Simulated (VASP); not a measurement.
# LiSi8O16 (a cell with a defect) in VASP: further runs, part 2 of 2

VASP 6.6.1.

**4. Single point, PBE**

INCAR

```
SYSTEM = LiSi8O16
ALGO = Normal ; EDIFF = 1E-6
ENCUT = 650 ; GGA = PE
GGA_COMPAT = .FALSE. ; ISIF = 2
ISMEAR = -1 ; ISYM = -1
LASPH = .TRUE. ; LCHARG = .FALSE.
LREAL = Auto ; LWAVE = .FALSE.
NBANDS = 84 ; NELECT = 130.0
NELM = 120 ; PREC = Accurate
SIGMA = 0.01
```

KPOINTS

```
explicit points
1
Reciprocal
  0.25000000   0.25000000   0.25000000 1
```

POSCAR

```
LiSi8O16
1.0
    0.0000000000      5.0813926900      7.0944098900
    5.0813926900      0.0000000000      7.0944098900
    5.0813926900      5.0813926900      0.0000000000
Si O Li
8 16 1
Direct
    0.2487320937      0.2544767786      0.4541582787
    0.7442608884      0.7550498597      0.9554471497
    0.0797953238      0.6713071756      0.1236054097
    0.5744363041      0.1719155535      0.6280269521
    0.4235229581      0.8336650446      0.3752446726
    0.9184254406      0.3360091267      0.8759621528
    0.0007056107      0.0020762979      0.2937042276
    0.5028052247      0.5023915585      0.7917247204
    0.0922648144      0.2345289621      0.6729244235
    0.5937167061      0.7329572732      0.1742587758
    0.4862477265      0.3460401017      0.7477135873
    0.9884727175      0.8442264360      0.2475825105
    0.4144293336      0.2673724054      0.4860924877
    0.9126484220      0.7757479613      0.9774778851
    0.2006780103      0.8749772053      0.4034543973
    0.7072395531      0.3690265661      0.8890446735
    0.0052654527      0.1718355352      0.0885541022
    0.5146507943      0.6677208378      0.5824232443
    0.3769436313      0.0517445961      0.3561927798
    0.8784037453      0.5513308144      0.8572223986
    0.2862542795      0.6416906943      0.9506713791
    0.8105735420      0.1027852998      0.4926370942
    0.1145029881      0.4614889637      0.2855526903
    0.6041368092      0.9640729746      0.7951002571
    0.0201793382     -0.0852976506      0.6999401691
```

Potentials or basis: VASP PAW PBE potentials, release 64 (Si, O, Li_sv).

Started as:

```bash
cat potpaw_PBE.64/Si/POTCAR potpaw_PBE.64/O/POTCAR potpaw_PBE.64/Li_sv/POTCAR > POTCAR
mpirun -np 1 vasp_std > vasp.out
```

OUTCAR:

```text
SYSTEM = LiSi8O16
   EDIFF = 1E-6
   ENCUT = 650
   GGA = PE
   ISIF = 2
   ISMEAR = -1
   ISYM = -1
   LASPH = .TRUE.
   LREAL = Auto
   NELECT = 130.0
   NELM = 120
   PREC = Accurate

 ion  position               nearest neighbor table
   1  0.249  0.254  0.454-  19 1.62  13 1.63  23 1.63   9 1.64   4 3.10   3 3.12   5 3.12   6 3.14

   2  0.744  0.755  0.955-  10 1.62  20 1.62  24 1.62  14 1.67   5 3.10   4 3.11   6 3.11
   3  0.080  0.671  0.124-  23 1.61  12 1.62  21 1.63  14 1.67   1 3.12   7 3.14
   4  0.574  0.172  0.628-  13 1.62  11 1.62  24 1.62  22 1.66   1 3.10   2 3.11   8 3.15
   5  0.424  0.834  0.375-  19 1.62  10 1.62  18 1.62  15 1.66   2 3.10   8 3.12   1 3.12
   6  0.918  0.336  0.876-  20 1.62  16 1.63  17 1.64   9 1.64   2 3.11   8 3.12   7 3.13   1 3.14

   7  0.001  0.002  0.294-  17 1.61  12 1.62  22 1.65  15 1.66  25 2.75   6 3.13   3 3.14
   8  0.503  0.502  0.792-  11 1.62  18 1.62  16 1.62  21 1.64   5 3.12   6 3.12   4 3.15
   9  0.092  0.235  0.673-   6 1.64   1 1.64
  10  0.594  0.733  0.174-   5 1.62   2 1.62
  11  0.486  0.346  0.748-   4 1.62   8 1.62
  12  0.988  0.844  0.248-   7 1.62   3 1.62
  13  0.414  0.267  0.486-   4 1.62   1 1.63
  14  0.913  0.776  0.977-   3 1.67   2 1.67  25 2.07
[... 172 lines left out ...]
      3     -18.8405      2.00000
      4     -18.6973      2.00000
      5     -18.6083      2.00000
      6     -18.3472      2.00000
[... 69 lines left out ...]
     76       9.2581      0.00000
     77       9.3610      0.00000
 [bands above 77 left out]

------------------------ aborting loop because EDIFF is reached ----------------------------------------

  FORCE on cell =-STRESS in cart. coord.  units (eV):
  Direction    XX          YY          ZZ          XY          YZ          ZX
  --------------------------------------------------------------------------------------
  -------------------------------------------------------------------------------------
  Total       -8.0304503    -10.5652542     -9.4424385     -0.0514363     -0.8127434      0.5582810
  in kB      -35.1187209    -46.2039117    -41.2936199     -0.2249409     -3.5542852      2.4414715
  external PRESSURE =     -40.8720842 kB  Pullay stress =       0.0000000 kB

 VOLUME and BASIS-vectors are now :
 -----------------------------------------------------------------------------
  energy-cutoff  :      650.00
  volume of cell :      366.36
      direct lattice vectors                 reciprocal lattice vectors
     0.000000000  5.081392690  7.094409890    -0.098398221  0.098398221  0.070478025
     5.081392690  0.000000000  7.094409890     0.098398221 -0.098398221  0.070478025
     5.081392690  5.081392690  0.000000000     0.098398221  0.098398221 -0.070478025

 POSITION                                       TOTAL-FORCE (eV/Angst)
 -----------------------------------------------------------------------------------
      3.60085      3.57166      3.56997        -0.014515     -0.023146      0.002330
      8.69171      8.63688     10.63672        -0.012692     -0.008833     -0.004114
      4.03926      1.03356      5.32863         0.023030     -0.012327     -0.001798
      4.06482      6.11019      5.29493         0.018097     -0.013266      0.003816
      6.14294      4.05885      8.91901        -0.015401      0.009740      0.001529
      6.15850      9.11799      8.89947        -0.015235      0.022336     -0.003391
[... 17 lines left out ...]
      8.93905      7.11007     11.12552         0.001607      0.007196      0.019710
      8.20463      3.65921      6.63243         0.005094      0.002150      0.000817
 -----------------------------------------------------------------------------------
    total drift:                                0.003841     -0.000998     -0.001435

  FREE ENERGIE OF THE ION-ELECTRON SYSTEM (eV)
  ---------------------------------------------------
  free  energy   TOTEN  =      -196.2126889173 eV

  energy  without entropy=     -196.2126889173  energy(sigma->0) =     -196.21268892
```

OSZICAR:

```text
N       E                     dE             d eps       ncg     rms          rms(c)
DAV:   1     0.104578269337E+04    0.10458E+04   -0.73555E+04   168   0.169E+03
DAV:   2    -0.122296606731E+03   -0.11681E+04   -0.11301E+04   212   0.366E+02
DAV:   3    -0.217716689282E+03   -0.95420E+02   -0.94975E+02   208   0.111E+02
DAV:   4    -0.220434810502E+03   -0.27181E+01   -0.27073E+01   248   0.161E+01
DAV:   5    -0.220590010127E+03   -0.15520E+00   -0.15513E+00   264   0.275E+00    0.401E+01
DAV:   6    -0.196160484550E+03    0.24430E+02   -0.10539E+02   184   0.335E+01    0.186E+01
DAV:   7    -0.196193639274E+03   -0.33155E-01   -0.30281E+00   232   0.533E+00    0.704E+00
DAV:   8    -0.196182579773E+03    0.11060E-01   -0.19005E-01   224   0.197E+00    0.268E+00
DAV:   9    -0.196207604162E+03   -0.25024E-01   -0.86051E-02   192   0.124E+00    0.516E-01
DAV:  10    -0.196211832489E+03   -0.42283E-02   -0.54712E-03   256   0.273E-01    0.191E-01
DAV:  11    -0.196212615197E+03   -0.78271E-03   -0.97419E-04   192   0.142E-01    0.319E-02
DAV:  12    -0.196212675005E+03   -0.59808E-04   -0.11663E-04   232   0.494E-02    0.264E-02
DAV:  13    -0.196212685046E+03   -0.10041E-04   -0.12859E-05   216   0.188E-02    0.182E-02
DAV:  14    -0.196212688446E+03   -0.34001E-05   -0.48969E-06   168   0.108E-02    0.506E-03
DAV:  15    -0.196212688917E+03   -0.47141E-06   -0.57932E-07   136   0.391E-03
   1 F= -.19621269E+03 E0= -.19621269E+03  d E =-.520513E-14
```

Wall time 63 s (1 thread of Intel Xeon 6975P-C (Granite Rapids), shared host); peak memory 0.72 GiB.

Results:

```yaml
Free_energy: -196.2127 eV
Largest_force: 0.027 eV/Å
```

Forces in eV/Å, atoms in the order of the input:
```
Si  -0.015 -0.023  0.002
Si  -0.013 -0.009 -0.004
Si   0.023 -0.012 -0.002
Si   0.018 -0.013  0.004
Si  -0.015  0.010  0.002
Si  -0.015  0.022 -0.003
Si   0.017  0.017 -0.002
Si   0.020  0.012 -0.003
O    0.002 -0.002  0.013
O    0.005 -0.003  0.016
O   -0.010  0.003  0.016
O   -0.012  0.000  0.014
O   -0.004  0.004 -0.015
O   -0.006 -0.001 -0.011
O   -0.005 -0.003  0.014
O   -0.003 -0.007  0.014
O   -0.003 -0.016 -0.009
O    0.002 -0.007 -0.015
O    0.007  0.001 -0.015
O    0.008  0.002 -0.011
O   -0.011  0.000 -0.014
O    0.001 -0.002 -0.019
O    0.002  0.016  0.008
O    0.002  0.007  0.020
Li   0.005  0.002  0.001
```

Levels at points of the mesh, in eV from the Fermi level:
```csv
k point,band 61,band 62,band 63,band 64,band 65,band 66,band 67,band 68,band 69,band 70
"(0.25, 0.25, 0.25)",-0.73,-0.66,-0.59,-0.54,-0.32,5.54,7.49,7.91,8.05,8.36
```

Caveat: the cell carries a net charge on a neutralising background, which shifts energy and pressure; the cell is charged against a uniform background, so pressure and absolute levels hang on convention.
